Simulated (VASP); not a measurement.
The system is Mg.

```
CELL_PARAMETERS angstrom
2.92775 0.00000 0.00000
0.00000 2.92775 0.00000
0.00000 0.00000 2.92775
ATOMIC_POSITIONS crystal
Mg 0.00000 0.00000 0.00000
```

```yaml
Program: VASP 6.6.1
Task: relaxation of cell and atoms
Functional: revPBE
Potentials_or_basis: VASP PAW PBE potentials, release 64 (Mg)
Cutoff: 600 eV
k_mesh: 11 × 11 × 11
Occupations: fermi-dirac, width 0.1 eV
Spin: no spin polarisation
```

At the start: pressure 3.2 GPa; volume 25.10 Å³/atom.

Q: How do energy, volume and symmetry change on relaxing?

A: Over 4 steps the energy falls by 28.4 meV/atom and the volume is 28.21 Å³/atom (+12.4 %); space group Pm-3m (No. 221, to 0.05 Å).

The path:
```
step  energy change (eV)  largest force (eV/Å)  pressure (GPa)  volume (Å³)
   1              0.0000                0.0000            3.22        25.10
   2             -0.0244                0.0000            1.07        26.98
   3             -0.0283                0.0000           -0.16        28.41
   4             -0.0284                0.0000           -0.01        28.21
```

Final structure:
```
Mg
1.0
     3.04417    0.00000    0.00000
     0.00000    3.04417    0.00000
     0.00000    0.00000    3.04417
Mg
1
Cartesian
  0.0000 0.0000 0.0000
```

Caveat: the PAW data sets were made with another functional, which shifts forces and pressure a little.
